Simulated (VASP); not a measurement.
# Cr (P6/mmm) in VASP: further runs

Runs on Cr. Level: RPBE. Tasks: single point.

All numbers are computed with VASP 6.6.1; they aren't measurements. Logs are shortened: lines on timing, memory, paths and dates and some standing lists are left out, and cuts for length are marked.

### Step 1. The cell of the first run

It takes space group P6/mmm (No. 191, hexagonal). The conventional cell has a = 4.318 Å, b = 4.318 Å, c = 2.340 Å, α = 90.00°, β = 90.00°, γ = 120.00°. Within 3.1 Å of Cr (site symmetry 6/mmm) lie 14 Cr at 2.34 to 2.75 Å. Within 3.1 Å of Cr (site symmetry -6m2) lie 11 Cr at 2.34 to 2.75 Å.

### Step 2. Single point, RPBE (volume scaled by 1.04)

The input, INCAR:

```
PREC = Accurate
ENCUT = 520
EDIFF = 1E-6
ISMEAR = -1
SIGMA = 0.1
LREAL = False
LASPH = True
NELM = 80
ALGO = Normal
ISIF = 2
LWAVE = False
LCHARG = True
GGA = RP
LELF = True
LVHAR = True
NBANDS = 25
```

The input, KPOINTS:

```
regular mesh
0
Gamma
  10 10 15
```

The input, POSCAR:

```
Cr
1.0
    4.3181740010      0.0000000000      0.0000000000
   -2.1590870005      3.7396483828      0.0000000000
    0.0000000000      0.0000000000      2.3397644373
Cr
3
Direct
    1.0000000000      0.0000000000      0.0000000000
    0.3333333333      0.6666666667      0.5000000000
    0.6666666667      0.3333333333      0.5000000000
```

Potentials or basis: VASP PAW PBE potentials, release 64 (Cr_pv).

Launch:

```
$ cat potpaw_PBE.64/Cr_pv/POTCAR > POTCAR
$ mpirun -np 1 vasp_std > vasp.out
```

OUTCAR:

```text
PREC = Accurate
   ENCUT = 520
   EDIFF = 1E-6
   ISMEAR = -1
   LREAL = False
   LASPH = True
   NELM = 80
   ISIF = 2
   GGA = RP

 ion  position               nearest neighbor table
   1  0.000  0.000  0.000-   2 2.75   3 2.75   2 2.75   3 2.75   2 2.75   2 2.75   3 2.75   3 2.75
                             3 2.75   3 2.75   2 2.75   2 2.75
   2  0.333  0.667  0.500-   3 2.49   3 2.49   3 2.49   1 2.75   1 2.75   1 2.75   1 2.75   1 2.75
                             1 2.75
   3  0.667  0.333  0.500-   2 2.49   2 2.49   2 2.49   1 2.75   1 2.75   1 2.75   1 2.75   1 2.75
                             1 2.75

  LATTYP: Found a hexagonal cell.
 ALAT       =     4.3181740010
 C/A-ratio  =     0.5418411664

  Lattice vectors:

 A1 = (   4.3181740010,   0.0000000000,   0.0000000000)
 A2 = (  -2.1590870005,   3.7396483828,   0.0000000000)
 A3 = (   0.0000000000,   0.0000000000,   2.3397644373)

Analysis of symmetry for initial positions (statically):
=====================================================================
 Subroutine PRICEL returns:
 Original cell was already a primitive cell.

 Routine SETGRP: Setting up the symmetry group for a
 hexagonal supercell.

 Subroutine GETGRP returns: Found 24 space group operations
 (whereof 24 operations were pure point group operations)
 out of a pool of 24 trial point group operations.

The static configuration has the point symmetry D_6h.

Analysis of symmetry for dynamics (positions and initial velocities):
=====================================================================
 Subroutine PRICEL returns:
 Original cell was already a primitive cell.

 Routine SETGRP: Setting up the symmetry group for a
 hexagonal supercell.

 Subroutine GETGRP returns: Found 24 space group operations
 (whereof 24 operations were pure point group operations)
 out of a pool of 24 trial point group operations.

The dynamic configuration has the point symmetry D_6h.

 Subroutine INISYM returns: Found 24 space group operations
 (whereof 24 operations are pure point group operations),
 and found     1 'primitive' translations

----------------------------------------------------------------------------------------

                                     Primitive cell

  volume of cell :      37.7836

  direct lattice vectors                    reciprocal lattice vectors
     4.318174001  0.000000000  0.000000000     0.231579367  0.133702410  0.000000000
    -2.159087001  3.739648383  0.000000000     0.000000000  0.267404819  0.000000000
     0.000000000  0.000000000  2.339764437     0.000000000  0.000000000  0.427393452

  length of vectors
     4.318174001  4.318174001  2.339764437     0.267404819  0.267404819  0.427393452

  position of ions in fractional coordinates (direct lattice)
     0.000000000  0.000000000  0.000000000
     0.333333333  0.666666667  0.500000000
     0.666666667  0.333333333  0.500000000

  ion indices of the primitive-cell ions
   primitive index   ion index
                 1           1
                 2           2
                 3           3

----------------------------------------------------------------------------------------

 KPOINTS: regular mesh

Automatic generation of k-mesh.
 Grid dimensions read from file:
 generate k-points for:   10   10   15

 Generating k-lattice:

  Cartesian coordinates                     Fractional coordinates (reciprocal lattice)
     0.023157937  0.013370241  0.000000000     0.100000000  0.000000000  0.000000000
     0.000000000  0.026740482  0.000000000     0.000000000  0.100000000  0.000000000
     0.000000000  0.000000000  0.028492897     0.000000000  0.000000000  0.066666667

  Length of vectors
     0.026740482  0.026740482  0.028492897

  Shift w.r.t. Gamma in fractional coordinates (k-lattice)
     0.000000000  0.000000000  0.000000000

 Subroutine IBZKPT returns following result:
 ===========================================

 Found    112 irreducible k-points:

 Following reciprocal coordinates:
            Coordinates               Weight
  0.000000  0.000000  0.000000      1.000000
  0.100000  0.000000  0.000000      6.000000
  0.200000  0.000000  0.000000      6.000000
  0.300000  0.000000  0.000000      6.000000
  0.400000  0.000000  0.000000      6.000000
  0.500000  0.000000  0.000000      3.000000
[... 16 lines left out ...]
  0.300000  0.100000  0.066667     24.000000
  0.400000  0.100000  0.066667     24.000000
 [... further k-points ...]
   k-points           NKPTS =    112   k-points in BZ     NKDIM =    112   number of bands    NBANDS=     25
   number of dos      NEDOS =    301   number of ions     NIONS =      3
   total plane-waves  NPLWV =  18432
   dimension x,y,z NGX =    32 NGY =   32 NGZ =   18
   dimension x,y,z NGXF=    64 NGYF=   64 NGZF=   36
   ions per type =               3
   NGX,Y,Z   is equivalent  to a cutoff of  12.32, 12.32, 12.79 a.u.
   NGXF,Y,Z  is equivalent  to a cutoff of  24.64, 24.64, 25.58 a.u.
 SYSTEM =  unknown system
   PREC   = accura    normal or accurate (medium, high low for compatibility)
   ISTART =      0    job   : 0-new  1-cont  2-samecut
   ICHARG =      2    charge: 1-file 2-atom 10-const
   ISPIN  =      1    spin polarized calculation?
   LNONCOLLINEAR =      F non collinear calculations
   LSORBIT =      F    spin-orbit coupling
   LASPH  =      T    aspherical Exc in radial PAW
   ENCUT  =  520.0 eV  38.22 Ry    6.18 a.u.   8.03  8.03  4.35*2*pi/ulx,y,z
   NELM   =     80;   NELMIN=  2; NELMDL= -5     # of ELM steps
   EDIFF  = 0.1E-05   stopping-criterion for ELM
   LREAL  =      F    real-space projection
   EDIFFG = 0.1E-04   stopping-criterion for IOM
   NSW    =      0    number of steps for IOM
   IBRION =     -1    ionic relax: 0-MD 1-quasi-New 2-CG
   NFREE  =      0    steps in history (QN), initial steepest desc. (CG)
   ISIF   =      2    stress and relaxation
   ISYM   =      2    0-nonsym 1-usesym 2-fastsym
   POTIM  = 0.5000    time-step for ionic-motion
   TEBEG  =    0.0;   TEEND  =   0.0 temperature during run
   PSTRESS=    0.0 pullay stress
   NELECT =      36.0000    total number of electrons
   NUPDOWN=      -1.0000    fix difference up-down
   EMIN   =  10.00;   EMAX   =-10.00  energy-range for DOS
   EFERMI =   0.00;   METHOD = LEGACY
   ISMEAR =    -1;   SIGMA  =   0.10  broadening in eV -4-tet -1-fermi 0-gaus
   EFERMI_NEDOS =   21; number of points for ismear=-14 and -15
   IALGO  =     38    algorithm
   IMIX   =      4    mixing-type and parameters
     AMIX     =   0.40;   BMIX     =  1.00
     AMIX_MAG =   1.60;   BMIX_MAG =  1.00
  volume/ion in A,a.u.               =      12.59        84.99
  Fermi-wavevector in a.u.,A,eV,Ry     =   1.610923  3.044202 35.308089  2.595071
  Thomas-Fermi vector in A             =   2.706395
   LORBIT       =      0    0 simple, 1 ext, 2 COOP (PROOUT), +10 PAW based schemes
   GGA     = RP    functional components
   LHFCALC =     F    Hartree Fock is set to
   AEXX    =    0.0000 exact exchange contribution
   IVDW    =     0    specifies the selected vdW correction
   LEPSILON=     F    determine dielectric tensor
   LRPA    =     F    only Hartree local field effects (RPA)
 non-spin polarized calculation
  energy-cutoff  :      520.00
  volume of cell :       37.78
 maximum number of plane-waves:      1038
   NGX = 17   NGY = 17   NGZ =  9

 number of electron      36.0000007 magnetization

 Free energy of the ion-electron system (eV)
  ---------------------------------------------------
  ext. energy  EPLUGINS =         0.00000000
  ---------------------------------------------------
  free energy    TOTEN  =       -25.98558529 eV

  energy without entropy =      -25.81936646  energy(sigma->0) =      -25.90247588

 E-fermi :   9.8459     XC(G=0): -13.0308

 val. band max:        9.8449871075   @ k =   0.2000   0.0000   0.4667
 cond. band min:       9.8536053633   @ k =   0.1000   0.0000   0.4000
 fundamental gap:      0.0086182558
 Fermi energy:         9.8458910416

 k-point     1 :       0.0000    0.0000    0.0000
  band No.  band energies     occupation
      1     -33.3418      2.00000
      2     -33.3418      2.00000
      3     -33.3264      2.00000
      4     -33.3264      2.00000
      5     -32.8886      2.00000
      6     -32.8886      2.00000
[... 17 lines left out ...]
     24      12.2655      0.00000
     25      12.2655      0.00000

 k-point     2 :       0.1000    0.0000    0.0000
  band No.  band energies     occupation
      1     -33.3924      2.00000
      2     -33.3831      2.00000
      3     -33.2729      2.00000
      4     -33.2671      2.00000
      5     -32.9072      2.00000
      6     -32.8914      2.00000
[... 17 lines left out ...]
     24      12.1998      0.00000
     25      12.2540      0.00000

 k-point     3 :       0.2000    0.0000    0.0000
  band No.  band energies     occupation
      1     -33.4425      2.00000
      2     -33.4029      2.00000
      3     -33.2144      2.00000
      4     -33.1988      2.00000
      5     -32.9572      2.00000
      6     -32.8993      2.00000
[... 17 lines left out ...]
     24      12.0186      0.00000
     25      12.2190      0.00000

 k-point     4 :       0.3000    0.0000    0.0000
  band No.  band energies     occupation
      1     -33.4815      2.00000
      2     -33.3894      2.00000
      3     -33.1630      2.00000
      4     -33.1559      2.00000
      5     -33.0155      2.00000
      6     -32.9112      2.00000
[... 17 lines left out ...]
     24      11.7768      0.00000
     25      12.1593      0.00000
[... 477 lines left out ...]
 k-point    22 :       0.2000    0.1000    0.0667
  band No.  band energies     occupation
      1     -33.4469      2.00000
      2     -33.4071      2.00000
      3     -33.1803      2.00000
      4     -33.1558      2.00000
      5     -32.9971      2.00000
      6     -32.9021      2.00000
[... 17 lines left out ...]
     24      11.7324      0.00000
     25      12.0824      0.00000

 k-point    23 :       0.3000    0.1000    0.0667
  band No.  band energies     occupation
      1     -33.4750      2.00000
      2     -33.3767      2.00000
      3     -33.1772      2.00000
      4     -33.1176      2.00000
      5     -33.0325      2.00000
      6     -32.9119      2.00000
[... 17 lines left out ...]
     24      11.7741      0.00000
     25      12.0042      0.00000

 k-point    24 :       0.4000    0.1000    0.0667
  band No.  band energies     occupation
      1     -33.4901      2.00000
      2     -33.3187      2.00000
      3     -33.2393      2.00000
      4     -33.0978      2.00000
      5     -33.0267      2.00000
      6     -32.9191      2.00000
[... 17 lines left out ...]
     24      11.8936      0.00000
     25      11.9902      0.00000

 [... further k-points ...]
[... 5 lines left out ...]
  --------------------------------------------------------------------------------------
  -------------------------------------------------------------------------------------
  Total       -1.9405983     -1.9405983     -1.9515376     -0.0000000     -0.0000000     -0.0000000
  in kB      -82.2892638    -82.2892638    -82.7531376     -0.0000000     -0.0000000     -0.0000000
  external PRESSURE =     -82.4438884 kB  Pullay stress =       0.0000000 kB

 VOLUME and BASIS-vectors are now :
 -----------------------------------------------------------------------------
  energy-cutoff  :      520.00
  volume of cell :       37.78
      direct lattice vectors                 reciprocal lattice vectors
     4.318174001  0.000000000  0.000000000     0.231579367  0.133702410  0.000000000
    -2.159087001  3.739648383  0.000000000     0.000000000  0.267404819  0.000000000
     0.000000000  0.000000000  2.339764437     0.000000000  0.000000000  0.427393452

 POSITION                                       TOTAL-FORCE (eV/Angst)
 -----------------------------------------------------------------------------------
      0.00000      0.00000      0.00000        -0.000000     -0.000000      0.000000
     -0.00000      2.49310      1.16988         0.000000     -0.000000      0.000000
      2.15909      1.24655      1.16988        -0.000000      0.000000      0.000000
 -----------------------------------------------------------------------------------
    total drift:                               -0.000000      0.000000      0.000000

  FREE ENERGIE OF THE ION-ELECTRON SYSTEM (eV)
  ---------------------------------------------------
  free  energy   TOTEN  =       -25.9855852870 eV

  energy  without entropy=      -25.8193664647  energy(sigma->0) =      -25.90247588
```

It took 35 s on 1 thread of Intel Xeon 6975P-C (Granite Rapids), shared host; peak memory 0.2 GiB.

Results:

| Quantity | Value |
| --- | --- |
| Free energy | -25.9856 eV |
| Pressure | -8.2 GPa |
| Band gap on the k mesh | zero (band 18 reaches 10.16 eV, above the bottom of band 19 at 9.57 eV) |

Caveat: the PAW data sets were made with another functional, which shifts forces and pressure a little; the run has no spin polarisation, though such a crystal can be magnetic. Spin polarisation is off, so any magnetic state and its effect on volume and gap are missing.

(Part 1 of 2 ends here.)
